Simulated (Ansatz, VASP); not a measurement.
S: VASP beside Ansatz

File INCAR:

```
  PREC = Accurate
  ENCUT = 520
  EDIFF = 1E-8
  ISMEAR = -1
  SIGMA = 0.05
  LREAL = False
  LASPH = True
  NELM = 100
  ALGO = Normal
  ISIF = 2
  LWAVE = False
  LCHARG = False
  GGA = PE
  LEFG = True
  NBANDS = 13
```

Contents of KPOINTS:

```
regular mesh
0
Gamma
  9 9 9
```

File POSCAR:

```
S
1.0
    0.0000000000      2.7698291284      2.7698291284
    2.7698291284      0.0000000000      2.7698291284
    2.7698291284      2.7698291284      0.0000000000
S
2
Direct
   -0.1250000000     -0.1250000000     -0.1250000000
    0.1250000000      0.1250000000      0.1250000000
```

Input for Ansatz:

```yaml
crystal:
  lattice:
    - [0.0, 2.7698291284, 2.7698291284]
    - [2.7698291284, 0.0, 2.7698291284]
    - [2.7698291284, 2.7698291284, 0.0]
  atoms:
    - { symbol: S, position: [-0.125, -0.125, -0.125] }
    - { symbol: S, position: [0.125, 0.125, 0.125] }
kpoints:
  mp_grid: { grid: [9, 9, 9] }
scf:
  occupations: { method: fermi_dirac, width: 0.05 }
hamiltonian:
  xc: pbe
  pseudopotentials: { kind: all_electron, datasets: crystal }
output:
  forces: true
  stress: true
  eigenvalues: true
  efg: { contact_densities: true }
```

Change from the starting cell: shortest bond scaled by 1, crystal datasets.

Alike in both runs: task electric field gradients; functional PBE; k mesh 9 × 9 × 9; occupations fermi-dirac, width 0.05 eV; no spin polarisation.

```csv
,VASP,Ansatz
version,VASP 6.6.1,Ansatz 0.2.0
potentials or method,"VASP PAW PBE potentials, release 64 (S), cutoff 520 eV","all-electron PAW with datasets made for the crystal, scalar-relativistic"
```

Ansatz gave:

- pressure (GPa): 7.4

Q: Estimate VASP's values.

A: Pressure (GPa): 7.3.

Ansatz ran all-electron here, and VASP with PAW potentials.
